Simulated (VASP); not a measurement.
Wanted: the native input for a VASP 6.6.1 run.

| Property | Result |
| --- | --- |
| Task | single point |
| Functional | PBE |
| Potentials or basis | VASP PAW PBE potentials, release 64 (Gd) |
| Cutoff | 600 eV |
| k mesh | 14 × 14 × 8 |
| Occupations | gaussian, width 0.05 eV |
| Spin | collinear spin, antiferromagnetic start |
| Starting moments | [7.99, -7.99] μB |
| Dipole correction | no |
| Further INCAR settings | ALGO = Normal; EDIFF = 1e-06; NBANDS = 29 |

The structure of Gd lies in POSCAR:

```
Gd
1.0
    3.6377751650      0.0000000000      0.0000000000
   -1.8188875825      3.1504057062      0.0000000000
    0.0000000000      0.0000000000      5.8311184070
Gd
2
Direct
    0.3333333333      0.6666666667      0.7500000000
    0.6666666667      0.3333333333      0.2500000000
```

The input as run:

INCAR

```
SYSTEM = Gd
PREC = Accurate
ENCUT = 600
EDIFF = 1E-6
ISMEAR = 0
SIGMA = 0.05
LREAL = .FALSE.
LASPH = .TRUE.
NELM = 200
ALGO = Normal
ISIF = 2
LWAVE = .FALSE.
LCHARG = .TRUE.
ISPIN = 2
MAGMOM = 7.99 -7.99
LORBIT = 11
LMAXMIX = 6
GGA = PE
LELF = .TRUE.
LVHAR = .TRUE.
NBANDS = 29
GGA_COMPAT = .FALSE.
```

KPOINTS

```
regular mesh
0
G
  14 14 8
  0 0 0
```

Potentials or basis: VASP PAW PBE potentials, release 64 (Gd).

The run is started by

```console
$ cat potpaw_PBE.64/Gd/POTCAR > POTCAR
$ mpirun -np 1 vasp_std > vasp.out
```

It gave:

```json
{
 "Pressure": "-0.5 GPa",
 "Band gap on the k mesh": "zero (filled and empty bands overlap)",
 "Net moment": "0.00 μB per cell",
 "Site moments": "Gd +6.94, -6.94 μB",
 "Valence electrons inside the program's atomic spheres": "Gd 15.20"
}
```

Caveat: the antiferromagnetic order is the one typed at the start, and another may lie lower; spin-orbit coupling is left out, which moves the levels of the heavy elements; semilocal functionals describe open f shells poorly, which spoils levels, moments and volumes.

Wall time 17 min on 1 thread of Intel(R) Xeon(R) 6975P-C (Granite Rapids), with other jobs on the host, peak memory 0.57 GiB.
